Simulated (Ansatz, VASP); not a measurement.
## One calculation of Cs, two programs

```xyz
1
Lattice="4.5534 0.0000 0.0000 0.0000 4.5534 0.0000 0.0000 0.0000 4.5534" Properties=species:S:1:pos:R:3 pbc="T T T"
Cs    0.0000    0.0000    0.0000
```

Change from the starting cell: volume scaled by 0.75, LAPW.

Alike in both runs: task single point; functional PBE; k mesh 8 × 8 × 8; occupations fermi-dirac, width 0.08 eV; no spin polarisation.

|  | VASP | Ansatz |
| --- | --- | --- |
| version | VASP 6.6.1 | Ansatz 0.2.0 |
| potentials or method | VASP PAW PBE potentials, release 64 (Cs_sv), cutoff 520 eV | all-electron LAPW, scalar-relativistic |

|  | VASP | Ansatz | Ansatz less VASP |
| --- | --- | --- | --- |
| pressure (GPa) | 0.7 | 0.7 | +0.01 |

Ansatz ran all-electron here, and VASP with PAW potentials.

Neither program's run includes spin-orbit coupling.
